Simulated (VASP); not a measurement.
Write the native input for VASP 6.6.1 that does the following.

| Item | Value |
| --- | --- |
| Task | single point |
| Functional | PBE |
| Potentials or basis | VASP PAW PBE potentials, release 64 (Ga_d, As) |
| Cutoff | 500 eV |
| k mesh | 16 × 16 × 16 |
| Occupations | gaussian, width 0.02 eV |
| Spin | no spin polarisation |
| Dipole correction | no |
| Further INCAR settings | ALGO = Normal; EDIFF = 1e-06; NBANDS = 16 |

The structure of GaAs lies in POSCAR:

```
GaAs
1.0
    0.0000000000      2.8728580424      2.8728580424
    2.8728580424      0.0000000000      2.8728580424
    2.8728580424      2.8728580424      0.0000000000
Ga As
1 1
Direct
    0.0000000000      0.0000000000      0.0000000000
    0.2500000000      0.2500000000      0.2500000000
```

These files were run (other wordings do the same):

INCAR

```
ALGO = Normal ; EDIFF = 1E-6
ENCUT = 500 ; GGA = PE
GGA_COMPAT = F ; ISIF = 2
ISMEAR = 0 ; LASPH = T
LCHARG = F ; LREAL = F
LWAVE = F ; NBANDS = 16
NELM = 120 ; PREC = Accurate
SIGMA = 0.02
```

KPOINTS

```
k-points
0
Gamma
  16 16 16
```

Potentials or basis: VASP PAW PBE potentials, release 64 (Ga_d, As).

Command:

```sh
$ cat potpaw_PBE.64/Ga_d/POTCAR potpaw_PBE.64/As/POTCAR > POTCAR
$ mpirun -np 1 vasp_std > vasp.out
```

Results of the run:

* Pressure: 0.1 GPa
* Band gap on the k mesh: 0.16 eV, direct

It took 2 min on 1 thread of Intel Xeon 8259CL (shared host), peak memory 0.25 GiB.
